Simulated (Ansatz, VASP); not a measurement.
**Two plane-wave programs on TaSi2**

Contents of POSCAR:

```
TaSi2
1.0
    4.6604683519      0.0000000000      0.0000000000
   -2.3302341760      4.0360839863      0.0000000000
    0.0000000000      0.0000000000      6.5547553952
Ta Si
3 6
Direct
    0.5000000000      0.0000000000      0.0000000000
    0.5000000000      0.5000000000      0.6666666667
    0.0000000000      0.5000000000      0.3333333333
    0.1582725695      0.3165451391      0.0000000000
    0.8417274305      0.1582725695      0.6666666667
    0.6834548609      0.8417274305      0.3333333333
    0.8417274305      0.6834548609      0.0000000000
    0.1582725695      0.8417274305      0.6666666667
    0.3165451391      0.1582725695      0.3333333333
```

Contents of INCAR.step1:

```
SYSTEM = TaSi2
ALGO = Normal
EDIFF = 1E-5
ENCUT = 550
GGA = PE
GGA_COMPAT = .FALSE.
ISMEAR = 0
LASPH = .TRUE.
LCHARG = .FALSE.
LREAL = .FALSE.
LWAVE = .TRUE.
NBANDS = 38
NELM = 120
PREC = Accurate
SIGMA = 0.15
```

INCAR.step2

```
SYSTEM = TaSi2
ALGO = Normal
EDIFF = 1E-6
ENCUT = 550
GGA_COMPAT = .FALSE.
ISIF = 2
ISMEAR = 0
ISTART = 1
LASPH = .TRUE.
LCHARG = .FALSE.
LMIXTAU = .TRUE.
LREAL = .FALSE.
LWAVE = .FALSE.
METAGGA = R2SCAN
NBANDS = 38
NELM = 120
PREC = Accurate
SIGMA = 0.15
```

Contents of KPOINTS:

```
k-points
0
G
  12 12 6
  0 0 0
```

Input for Ansatz:

```yaml
crystal:
  lattice:
    - [4.6604683519, 0.0, 0.0]
    - [-2.330234176, 4.0360839863, 0.0]
    - [0.0, 0.0, 6.5547553952]
  atoms:
    - { symbol: Ta, position: [0.5, 0.0, 0.0] }
    - { symbol: Ta, position: [0.5, 0.5, 0.6666666667] }
    - { symbol: Ta, position: [0.0, 0.5, 0.3333333333] }
    - { symbol: Si, position: [0.1582725695, 0.3165451391, 0.0] }
    - { symbol: Si, position: [0.8417274305, 0.1582725695, 0.6666666667] }
    - { symbol: Si, position: [0.6834548609, 0.8417274305, 0.3333333333] }
    - { symbol: Si, position: [0.8417274305, 0.6834548609, 0.0] }
    - { symbol: Si, position: [0.1582725695, 0.8417274305, 0.6666666667] }
    - { symbol: Si, position: [0.3165451391, 0.1582725695, 0.3333333333] }
basis:
  ecutwfc: 500
kpoints:
  mp_grid: { grid: [12, 12, 6] }
hamiltonian:
  xc: r2scan
scf:
  occupations: { method: gaussian, width: 0.15 }
output:
  forces: true
  stress: true
  eigenvalues: true
  write_density: true
  write_potential: true
  elf: true
  volumetric_format: npy
```

Change from the starting cell: strain -0.025 along x and y, +0.000 along z, atoms carried along.

Alike in both runs: task single point; functional r2SCAN; k mesh 12 × 12 × 6; occupations gaussian, width 0.15 eV; no spin polarisation.

|  | VASP | Ansatz |
| --- | --- | --- |
| version | VASP 6.6.1 | Ansatz 0.2.0 |
| potentials or method | VASP PAW PBE potentials, release 64 (Ta_pv, Si), cutoff 550 eV | scalar-relativistic, plane waves, PAW |
| valence electrons in the cell | 57 | 63 |

|  | VASP | Ansatz | Ansatz less VASP |
| --- | --- | --- | --- |
| gap on the k mesh at the Fermi level (eV) | none | none | - |
| pressure (GPa) | 10.9 | 10.5 | -0.36 |
| traceless stress, the component that is largest in VASP (GPa) | -5.13 | -5.08 | +0.047 |
| rms of the force components (eV/Å) | 0.058 | 0.063 | +0.0049 |

VASP's potentials were made for PBE, not for r2SCAN. Atom by atom the forces differ by 0.005 eV/Å (rms over components). A gap of «none» marks a metal or a gap that the smearing closes. With one functional, cell and mesh, what is left measures potentials, basis and numerics. VASP's potentials hold 57 valence electrons a cell and Ansatz's 63, so a difference there can come from the potentials and not from the codes.

Spin-orbit coupling is off throughout.
